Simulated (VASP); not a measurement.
Crystal: Zr3Sb4.

```
CELL_PARAMETERS angstrom
4.08347 0.00000 0.00000
0.00000 4.08347 0.00000
0.00000 0.00000 11.54979
ATOMIC_POSITIONS crystal
Zr 0.00000 0.00000 0.75000
Zr 0.50000 0.50000 0.50000
Zr 0.00000 0.00000 0.25000
Sb 0.50000 0.00000 0.62500
Sb 0.00000 0.50000 0.37500
Sb 0.50000 0.00000 0.12500
Sb 0.00000 0.50000 0.87500
```

This cell differs from its parent crystal: atoms taken out.

| Item | Value |
| --- | --- |
| Program | VASP 6.6.1 |
| Task | relaxation of cell and atoms |
| Functional | PBE |
| Potentials or basis | VASP PAW PBE potentials, release 64 (Zr_sv, Sb) |
| Cutoff | 600 eV |
| k mesh | 4 × 4 × 2 |
| Occupations | gaussian, width 0.1 eV |
| Spin | no spin polarisation |

At the start: pressure 31.3 GPa; volume 27.51 Å³/atom.

**Question.** How do energy, volume and symmetry change on relaxing?

**Answer.** Over 32 steps the energy falls by 922.5 meV/atom and the volume is 33.68 Å³/atom (+22.4 %); space group P-4m2 (No. 115, to 0.1 Å) before and after.

The path:
```
step  energy change (eV)  largest force (eV/Å)  pressure (GPa)  volume (Å³)
   1              0.0000                3.8856           31.31       192.59
   2             -1.8818                1.8944           -7.77       384.67
   3             -5.9711                1.0491           -0.78       273.21
   4             -5.9830                1.0559           -0.26       270.01
   5             -5.9846                1.0597            0.04       268.28
   6             -6.0783                0.6460           -0.01       269.37
   7             -6.1318                0.3334            0.03       270.86
   8             -6.1325                0.3646            0.04       271.04
   9             -6.1462                0.2306           -0.09       271.69
  10             -6.1556                0.0984           -0.28       272.70
  11             -6.1608                0.2419            0.26       268.88
  12             -6.1608                0.2337            0.24       269.10
  13             -6.1652                0.2595            0.26       268.36
  14             -6.1813                0.3292            0.36       266.14
  15             -6.2224                0.3901            0.49       261.61
  16             -6.2811                0.7203            0.70       252.26
  17             -6.1239                1.7243            1.13       232.56
  18             -6.2825                0.8748            0.66       249.83
  19             -6.2850                0.8846            0.63       249.58
  20             -6.2921                0.9107            0.54       248.82
  21             -6.3030                0.9584            0.36       247.28
  22             -6.3114                1.0347           -0.03       244.10
  23             -6.3284                0.9710           -0.11       243.58
  24             -6.3724                0.7816           -0.35       242.01
  25             -6.4188                0.5331           -0.81       238.74
  26             -6.4199                0.4927           -0.89       238.17
  27             -6.4414                0.3421           -0.38       236.20
  28             -6.4516                0.1407            0.33       233.69
  29             -6.4544                0.0949            0.23       234.29
  30             -6.4569                0.0571           -0.09       236.11
  31             -6.4571                0.0289           -0.03       235.75
  32             -6.4576                0.0321           -0.01       235.77
```

Final structure:
```
Zr Sb
1.0
     3.98555    0.00000    0.00000
     0.00000    3.98555    0.00000
     0.00000    0.00000   14.84274
Zr Sb
3 4
Direct
  0.00000 0.00000 0.77606
  0.50000 0.50000 0.50000
  0.00000 0.00000 0.22394
  0.50000 0.00000 0.63518
  0.00000 0.50000 0.36482
  0.50000 0.00000 0.09212
  0.00000 0.50000 0.90788
```

Caveat: the k points lie up to 0.39 Å⁻¹ apart in the final cell; the cell differs from its parent crystal (atoms taken out); the volume moved by over 15 % at a fixed basis, so the end points are rough.
